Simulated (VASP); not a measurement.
# Yb2F (I4/mmm) in VASP: notebook, part 2 of 2

VASP 6.6.1. Earlier steps stand in the parts before.

## Step 3: Single point, r2SCAN

Input file POSCAR:

```
Yb2F
1.0
    0.0000000000      3.2584921294      0.0000001388
    3.2584921294      0.0000000000      0.0000001388
    1.6292463362      1.6292463362     -6.3731490306
Yb F
2 1
Direct
    0.3587472816      0.3587472816      0.2825054369
    0.6412527184      0.6412527184      0.7174945631
    0.0000000000      0.0000000000      0.0000000000
```

Input file INCAR.step1:

```
SYSTEM = Yb2F
PREC = Accurate
ENCUT = 800
ISMEAR = -1
SIGMA = 0.1
LREAL = .False.
LASPH = .True.
NELM = 200
NBANDS = 34
GGA = PE
ALGO = Normal
EDIFF = 1E-5
LWAVE = .True.
LCHARG = .False.
GGA_COMPAT = .False.
LMAXMIX = 6
```

Input file INCAR.step2:

```
SYSTEM = Yb2F
PREC = Accurate
ENCUT = 800
EDIFF = 1E-6
ISMEAR = -1
SIGMA = 0.1
LREAL = .False.
LASPH = .True.
NELM = 200
ALGO = Normal
ISIF = 2
LWAVE = .False.
LCHARG = .False.
METAGGA = R2SCAN
LMIXTAU = .True.
NBANDS = 34
ISTART = 1
GGA_COMPAT = .False.
LMAXMIX = 6
```

Input file KPOINTS:

```
regular mesh
0
Gamma
  5 5 5
  0 0 0
```

Potentials or basis: VASP PAW PBE potentials, release 64 (Yb, F).

Launch:

```
cat potpaw_PBE.64/Yb/POTCAR potpaw_PBE.64/F/POTCAR > POTCAR
cp INCAR.step1 INCAR
mpirun -np 1 vasp_std > vasp.out
cp INCAR.step2 INCAR
mpirun -np 1 vasp_std > vasp.out
```

Run time: 35 min. Hardware: 1 thread of Intel Xeon 8259CL, shared host; peak memory 0.32 GiB.

The run converged. Its results:

```yaml
Free_energy: -78.3357 eV
Pressure: -0.3 GPa
Largest_force: 0.042 eV/Å
Band_gap_on_the_k_mesh: zero (an odd number of electrons rules out a gap without spin polarisation)
```

Forces on the atoms (eV/Å):
```
Yb   0.000  0.000 -0.042
Yb   0.000  0.000  0.042
F    0.000  0.000  0.000
```

Levels at points of the mesh, in eV from the Fermi level:
| k point | band 24 | band 25 | band 26 | band 27 | band 28 | band 29 | band 30 | band 31 | band 32 | band 33 |
| --- | --- | --- | --- | --- | --- | --- | --- | --- | --- | --- |
| (0.00, 0.00, 0.00) | -0.53 | -0.51 | -0.50 | -0.50 | -0.49 | 0.42 | 1.09 | 1.18 | 2.59 | 4.83 |

Caveat: the k points lie up to 0.40 Å⁻¹ apart, too coarse for converged energies and pressures of a metal; the PAW data sets were made with another functional, which shifts forces and pressure a little; spin-orbit coupling is left out, which moves the levels of the heavy elements; an odd number of electrons without spin polarisation forces a metal; a magnetic or distorted state may lie lower. With open d or f shells a metallic result of r2SCAN can be an artefact of self-interaction; +U or a hybrid may open a gap.

## Step 4: Single point, r2SCAN

Input file POSCAR:

```
Yb2F
1.0
    0.0000000000      3.2584936972      0.0000001388
    3.2584936972      0.0000000000      0.0000001388
    1.6292471201      1.6292471201     -6.3731487143
Yb F
2 1
Direct
    0.3587468205      0.3587468205      0.2825063591
    0.6412531795      0.6412531795      0.7174936409
    0.0000000000      0.0000000000      0.0000000000
```

Input file INCAR.step1:

```
  PREC = Accurate
  ENCUT = 800
  ISMEAR = -1
  SIGMA = 0.1
  LREAL = False
  LASPH = True
  NELM = 200
  NBANDS = 34
  GGA = PE
  ALGO = Normal
  EDIFF = 1E-5
  LWAVE = True
  LCHARG = False
  GGA_COMPAT = False
  LMAXMIX = 6
```

Input file INCAR.step2:

```
  PREC = Accurate
  ENCUT = 800
  EDIFF = 1E-6
  ISMEAR = -1
  SIGMA = 0.1
  LREAL = False
  LASPH = True
  NELM = 200
  ALGO = Normal
  ISIF = 2
  LWAVE = False
  LCHARG = False
  METAGGA = R2SCAN
  LMIXTAU = True
  NBANDS = 34
  ISTART = 1
  GGA_COMPAT = False
  LMAXMIX = 6
```

Input file KPOINTS:

```
regular mesh
0
Gamma
  5 5 5
```

Potentials or basis: VASP PAW PBE potentials, release 64 (Yb, F).

Launch:

```
cat potpaw_PBE.64/Yb/POTCAR potpaw_PBE.64/F/POTCAR > POTCAR
cp INCAR.step1 INCAR
mpirun -np 1 vasp_std > vasp.out
cp INCAR.step2 INCAR
mpirun -np 1 vasp_std > vasp.out
```

OUTCAR:

```text
PREC = Accurate
   ENCUT = 800
   EDIFF = 1E-6
   ISMEAR = -1
   LREAL = False
   LASPH = True
   NELM = 200
   ISIF = 2
   METAGGA = R2SCAN
   ISTART = 1

 ion  position               nearest neighbor table
   1  0.359  0.359  0.283-   2 3.60   2 3.60   2 3.60   2 3.60   2 3.60
   2  0.641  0.641  0.717-   1 3.60   1 3.60   1 3.60   1 3.60   1 3.60
   3  0.000  0.000  0.000-

  LATTYP: Found a body centered tetragonal cell.
 ALAT       =     3.2584936972
[... 851 lines left out ...]

  FORCE on cell =-STRESS in cart. coord.  units (eV):
  Direction    XX          YY          ZZ          XY          YZ          ZX
  --------------------------------------------------------------------------------------
  -------------------------------------------------------------------------------------
  Total       -0.1545514     -0.1545514     -0.1880396     -0.0000000      0.0000000      0.0000000
  in kB       -3.6592809     -3.6592809     -4.4521743     -0.0000000      0.0000000      0.0000000
  external PRESSURE =      -3.9235787 kB  Pullay stress =       0.0000000 kB

 VOLUME and BASIS-vectors are now :
 -----------------------------------------------------------------------------
  energy-cutoff  :      800.00
  volume of cell :       67.67
      direct lattice vectors                 reciprocal lattice vectors
     0.000000000  3.258493697  0.000000139    -0.000000003  0.306890263  0.078454167
     3.258493697  0.000000000  0.000000139     0.306890263 -0.000000003  0.078454167
     1.629247120  1.629247120 -6.373148714     0.000000007  0.000000007 -0.156908308

 POSITION                                       TOTAL-FORCE (eV/Angst)
 -----------------------------------------------------------------------------------
      1.62925      1.62925     -1.80045         0.000000      0.000000     -0.029022
      3.25849      3.25849     -4.57269        -0.000000     -0.000000      0.029022
      0.00000      0.00000      0.00000         0.000000      0.000000     -0.000000
 -----------------------------------------------------------------------------------
    total drift:                                0.000000      0.000000     -0.000000

  FREE ENERGIE OF THE ION-ELECTRON SYSTEM (eV)
  ---------------------------------------------------
  free  energy   TOTEN  =       -78.3356551249 eV

  energy  without entropy=      -78.2137313042  energy(sigma->0) =      -78.27469321
```

OUTCAR.step1:

```text
PREC = Accurate
   ENCUT = 800
   ISMEAR = -1
   LREAL = False
   LASPH = True
   NELM = 200
[... 881 lines left out ...]
      1.62925      1.62925     -1.80045         0.000000      0.000000     -0.142892
      3.25849      3.25849     -4.57269        -0.000000     -0.000000      0.142892
      0.00000      0.00000      0.00000        -0.000000     -0.000000      0.000000
 -----------------------------------------------------------------------------------
    total drift:                                0.000000      0.000000     -0.000000

  FREE ENERGIE OF THE ION-ELECTRON SYSTEM (eV)
  ---------------------------------------------------
  free  energy   TOTEN  =       -12.7634721873 eV

  energy  without entropy=      -12.6423835858  energy(sigma->0) =      -12.70292789
```

OSZICAR.step1:

```text
N       E                     dE             d eps       ncg     rms          rms(c)
DAV:   1     0.466754740252E+03    0.46675E+03   -0.23621E+04  1824   0.143E+04
DAV:   2     0.911197724201E+02   -0.37563E+03   -0.35977E+03  1900   0.117E+03
DAV:   3     0.372040089210E+01   -0.87399E+02   -0.85572E+02  1840   0.295E+02
[... 20 lines left out ...]
DAV:  24    -0.127642468600E+02    0.17598E-02   -0.10981E-03  1826   0.120E+00    0.116E+00
DAV:  25    -0.127635632553E+02    0.68360E-03   -0.95912E-04  2048   0.944E-01    0.592E-01
DAV:  26    -0.127634683344E+02    0.94921E-04   -0.43536E-04  2368   0.515E-01    0.261E-01
DAV:  27    -0.127634670476E+02    0.12868E-05   -0.11312E-04  1694   0.103E-01    0.147E-01
DAV:  28    -0.127634721873E+02   -0.51397E-05   -0.20696E-05   828   0.128E-01
   1 F= -.12763472E+02 E0= -.12702928E+02  d E =-.121089E+00
```

It took 18 min on 1 thread of Intel Xeon 8259CL, shared host; peak memory 0.3 GiB.

Results:

```
Free energy            : -78.3357 eV
Pressure               : -0.4 GPa
Largest force          : 0.029 eV/Å
Band gap on the k mesh : zero (an odd number of electrons rules out a gap without spin polarisation)
```

Forces on the atoms (eV/Å):
```
Yb   0.000  0.000 -0.029
Yb   0.000  0.000  0.029
F    0.000  0.000  0.000
```

Stress tensor (GPa, compression positive):
```
-0.37  0.00  0.00
 0.00 -0.37  0.00
 0.00  0.00 -0.45
```

Caveat: the k points lie up to 0.40 Å⁻¹ apart, too coarse for converged energies and pressures of a metal; the PAW data sets were made with another functional, which shifts forces and pressure a little; spin-orbit coupling is left out, which moves the levels of the heavy elements; an odd number of electrons without spin polarisation forces a metal; a magnetic or distorted state may lie lower. Spin polarisation is off, so any magnetic state and its effect on volume and gap are missing.
